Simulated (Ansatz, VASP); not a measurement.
One calculation of Ag, two programs

```
CELL_PARAMETERS angstrom
0.00000 2.02832 2.02832
2.02832 0.00000 2.02832
2.02832 2.02832 0.00000
ATOMIC_POSITIONS crystal
Ag 0.00000 0.00000 0.00000
```

Alike in both runs: task relaxation of cell and atoms; functional PBEsol; k mesh 18 × 18 × 18; occupations gaussian, width 0.1 eV; no spin polarisation.

```csv
,VASP,Ansatz
version,VASP 6.6.1,Ansatz 0.2.0
potentials or method,"VASP PAW PBE potentials, release 64 (Ag), cutoff 600 eV","scalar-relativistic, plane waves, PAW"
valence electrons in the cell,11,19
```

Ansatz gave:

| Property | Result |
| --- | --- |
| gap on the k mesh at the Fermi level, each at its own relaxed structure (eV) | none |
| relaxed volume (Å³/atom) | 16.66 |
| relaxed cell length with the largest relative difference (Å) | 2.867 |

Problem. Estimate VASP's values.

Solution. gap on the k mesh at the Fermi level, each at its own relaxed structure (eV): none; relaxed volume (Å³/atom): 16.63; relaxed cell length with the largest relative difference (Å): 2.865.

VASP's potentials were made for PBE, not for PBEsol. A gap of «none» marks a metal or a gap that the smearing closes. VASP's potentials hold 11 valence electrons a cell and Ansatz's 19, so a difference there can come from the potentials and not from the codes.
